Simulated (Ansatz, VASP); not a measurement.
**NbCd3H3: VASP beside Ansatz**

```
Nb Cd H
1.0
     4.46468    0.00000    0.00000
     0.00000    4.46468    0.00000
     0.00000    0.00000    4.46468
Nb Cd H
1 3 3
Direct
  0.00000 0.00000 0.00000
  0.00000 0.50000 0.50000
  0.50000 0.00000 0.50000
  0.50000 0.50000 0.00000
  0.00000 0.00000 0.50000
  0.50000 0.00000 0.00000
  0.00000 0.50000 0.00000
```

Alike in both runs: task relaxation of cell and atoms; functional PBE; k mesh 8 × 8 × 8; occupations gaussian, width 0.1 eV; no spin polarisation.

|  | VASP | Ansatz |
| --- | --- | --- |
| version | VASP 6.6.1 | Ansatz 0.2.0 |
| potentials or method | VASP PAW PBE potentials, release 64 (Nb_sv, Cd, H), cutoff 600 eV | scalar-relativistic, plane waves, PAW |
| valence electrons in the cell | 52 | 76 |

Ansatz gave:

* gap on the k mesh at the Fermi level, each at its own relaxed structure (eV): none
* relaxed volume (Å³/atom): 12.74
* relaxed cell length with the largest relative difference (Å): 4.468

Problem. Which values does VASP return?

Solution. gap on the k mesh at the Fermi level, each at its own relaxed structure (eV): none; relaxed volume (Å³/atom): 12.79; relaxed cell length with the largest relative difference (Å): 4.474.

A gap of «none» marks a metal or a gap that the smearing closes. VASP's potentials hold 52 valence electrons a cell and Ansatz's 76, so a difference there can come from the potentials and not from the codes.
